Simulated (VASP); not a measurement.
Write the native input for VASP 6.6.1 that does the following.

| Quantity | Value |
| --- | --- |
| Task | single point |
| Functional | PBE |
| Potentials or basis | VASP PAW PBE potentials, release 64 (Na_pv, H) |
| Cutoff | 400 eV |
| k mesh | 4 × 4 × 1 |
| Occupations | gaussian, width 0.1 eV |
| Spin | no spin polarisation |
| Dipole correction | yes |
| Further INCAR settings | ALGO = Normal; EDIFF = 1e-06; NBANDS = 40; NELMDL = -8 |

The structure of Na4H lies in POSCAR:

```
Na4H
1.0
    7.2665054626      0.0000000000      0.0000000000
   -2.4221684875      6.8509270508      0.0000000000
    0.0000000000      0.0000000000     20.9665384335
Na H
8 2
Direct
    0.2500000000      0.2500000000      0.1907801811
    0.2500000000      0.7500000000      0.1907801811
    0.7500000000      0.2500000000      0.1907801811
    0.7500000000      0.7500000000      0.1907801811
    0.0000000000      0.0000000000      0.3322693660
    0.0000000000      0.5000000000      0.3322693660
    0.5000000000      0.0000000000      0.3322693660
    0.5000000000      0.5000000000      0.3322693660
    0.0854033960      0.3333333333      0.3995193799
    0.2479299373      0.3333333333      0.3995193799
```

These files were run (other wordings do the same):

INCAR

```
  PREC = Accurate
  ENCUT = 400
  EDIFF = 1E-6
  ISMEAR = 0
  SIGMA = 0.1
  LREAL = F
  LASPH = T
  NELM = 120
  ALGO = Normal
  ISIF = 2
  LWAVE = F
  LCHARG = F
  LDIPOL = T
  IDIPOL = 3
  DIPOL = 0.5 0.5 0.289
  GGA = PE
  NBANDS = 40
  GGA_COMPAT = F
  NELMDL = -8
```

KPOINTS

```
Automatic mesh
0
Gamma
  4 4 1
```

Potentials or basis: VASP PAW PBE potentials, release 64 (Na_pv, H).

Run with:

```sh
$ cat potpaw_PBE.64/Na_pv/POTCAR potpaw_PBE.64/H/POTCAR > POTCAR
$ mpirun -np 1 vasp_std > vasp.out
```

It gave:

```
Largest force          : 2.251 eV/Å
Band gap on the k mesh : zero (bands 29 and 30 overlap by 0.70 eV)
```

Run time: 5.4 min on 1 thread of Intel(R) Xeon(R) 6975P-C (Granite Rapids), with other jobs on the host, peak memory 0.75 GiB.
